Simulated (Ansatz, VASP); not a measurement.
W in VASP and in Ansatz

The input INCAR:

```
SYSTEM = W
ALGO = Normal
EDIFF = 1E-6
ENCUT = 520
GGA = PS
ISIF = 2
ISMEAR = -1
LASPH = .TRUE.
LCHARG = .FALSE.
LREAL = .FALSE.
LWAVE = .FALSE.
NBANDS = 13
NELM = 60
PREC = Accurate
SIGMA = 0.05
```

File KPOINTS:

```
k-points
0
G
  14 14 14
  0 0 0
```

File POSCAR:

```
W
1.0
    0.0000000000      2.0025642044      2.0025642044
    2.0025642044      0.0000000000      2.0025642044
    2.0025642044      2.0025642044      0.0000000000
W
1
Direct
    0.0000000000      0.0000000000      0.0000000000
```

Input for Ansatz:

```yaml
crystal:
  lattice:
    - [0.0, 2.0025642044, 2.0025642044]
    - [2.0025642044, 0.0, 2.0025642044]
    - [2.0025642044, 2.0025642044, 0.0]
  atoms:
    - { symbol: W, position: [0.0, 0.0, 0.0] }
kpoints:
  mp_grid: { grid: [14, 14, 14] }
  band_path:
    path:
      - [0.0, 0.0, 0.0]
      - [0.5, 0.0, 0.5]
      - [0.625, 0.25, 0.625]
      - [0.375, 0.375, 0.75]
      - [0.0, 0.0, 0.0]
      - [0.5, 0.5, 0.5]
      - [0.5, 0.25, 0.75]
      - [0.5, 0.0, 0.5]
    npoints: 5
scf:
  occupations: { method: fermi_dirac, width: 0.05 }
hamiltonian:
  xc: pbesol
  pseudopotentials: { kind: all_electron, lapw: { basis_error: 0.001 } }
output:
  forces: true
  stress: true
  eigenvalues: true
```

Change from the starting cell: volume scaled by 0.96.

Alike in both runs: task single point; functional PBEsol; k mesh 14 × 14 × 14; occupations fermi-dirac, width 0.05 eV; no spin polarisation.

|  | VASP | Ansatz |
| --- | --- | --- |
| version | VASP 6.6.1 | Ansatz 0.2.0 |
| potentials or method | VASP PAW PBE potentials, release 64 (W_sv), cutoff 520 eV | all-electron LAPW, scalar-relativistic |

Ansatz gave:

- pressure (GPa): -1.4

Problem. Which values does VASP return?

Solution. Pressure (GPa): -0.8.

VASP's potentials were made for PBE, not for PBEsol. Ansatz ran all-electron here, and VASP with PAW potentials.

Spin-orbit coupling is off throughout.
